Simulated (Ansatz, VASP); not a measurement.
Two plane-wave programs on Na2S

File POSCAR:

```
Na2S
1.0
    0.0000000000      3.2554324741      3.2554324741
    3.2554324741      0.0000000000      3.2554324741
    3.2554324741      3.2554324741      0.0000000000
S Na
1 2
Direct
    0.0000000000      0.0000000000      0.0000000000
    0.2500000000      0.2500000000      0.2500000000
    0.7500000000      0.7500000000      0.7500000000
```

INCAR.step1

```
PREC     = Accurate       # precision mode
ENCUT    = 400            # plane-wave cutoff, eV
EDIFF    = 1E-5           # SCF threshold, eV
ISMEAR   = 0              # smearing method
SIGMA    = 0.01           # smearing width, eV
LREAL    = False          # projectors in reciprocal space
LASPH    = True           # aspherical terms in the spheres
NELM     = 120            # most SCF steps
ALGO     = Normal         # electronic algorithm
ISIF     = 2              # what is computed and relaxed
LWAVE    = True           # write WAVECAR
GGA      = PE             # functional
NBANDS   = 17             # bands
GGA_COMPAT= False
```

Contents of INCAR.step2:

```
PREC     = Accurate       # precision mode
ENCUT    = 400            # plane-wave cutoff, eV
EDIFF    = 1E-6           # SCF threshold, eV
ISMEAR   = 0              # smearing method
SIGMA    = 0.01           # smearing width, eV
LREAL    = False          # projectors in reciprocal space
LASPH    = True           # aspherical terms in the spheres
NELM     = 120            # most SCF steps
ALGO     = Normal         # electronic algorithm
ISIF     = 2              # what is computed and relaxed
LWAVE    = False          # write WAVECAR
LCHARG   = True           # write CHGCAR
GGA      = PE             # functional
LHFCALC  = True           # exact exchange
AEXX     = 1.0            # exact-exchange fraction
HFSCREEN = 0.1            # screening, 1/A
PRECFOCK = Normal       
LELF     = True           # ELF
LVHAR    = True         
ISTART   = 1            
NBANDS   = 17             # bands
ALDAC    = 1.0          
AGGAC    = 1.0          
GGA_COMPAT= False
```

KPOINTS

```
regular mesh
0
Gamma
  4 4 4
```

Input for Ansatz:

```yaml
crystal:
  lattice:
    - [0.0, 3.2554324741, 3.2554324741]
    - [3.2554324741, 0.0, 3.2554324741]
    - [3.2554324741, 3.2554324741, 0.0]
  atoms:
    - { symbol: S, position: [0.0, 0.0, 0.0] }
    - { symbol: Na, position: [0.25, 0.25, 0.25] }
    - { symbol: Na, position: [0.75, 0.75, 0.75] }
kpoints:
  mp_grid: { grid: [4, 4, 4] }
hamiltonian:
  xc: { exchange: pbe, correlation: pbe, exx: { coeff: 1.0, omega: 0.1 } }
scf:
  occupations: { method: fixed }
  n_extra_bands: 4
output:
  forces: true
  stress: true
  eigenvalues: true
```

Alike in both runs: task single point; functional PBE-based screened hybrid with a share of 1.0 of exact exchange and HFSCREEN = 0.1; k mesh 4 × 4 × 4; no spin polarisation.

```csv
,VASP,Ansatz
version,VASP 6.6.1,Ansatz 0.2.0
potentials or method,"VASP PAW PBE potentials, release 64 (S, Na_pv)",plane waves
plane-wave cutoff (eV),400,420
occupations,"gaussian, width 0.01 eV",fixed
valence electrons in the cell,20,24
```

Ansatz gave:

- gap on the k mesh at the Fermi level (eV): 8.13
- pressure (GPa): -1.5

Problem. Estimate VASP's values.

Solution. gap on the k mesh at the Fermi level (eV): 8.12; pressure (GPa): -1.8.

VASP's potentials were made for PBE, not for PBE-based screened hybrid. VASP's potentials hold 20 valence electrons a cell and Ansatz's 24, so a difference there can come from the potentials and not from the codes. Ansatz's warnings: stress exchange threshold loose, stress scf threshold loose.
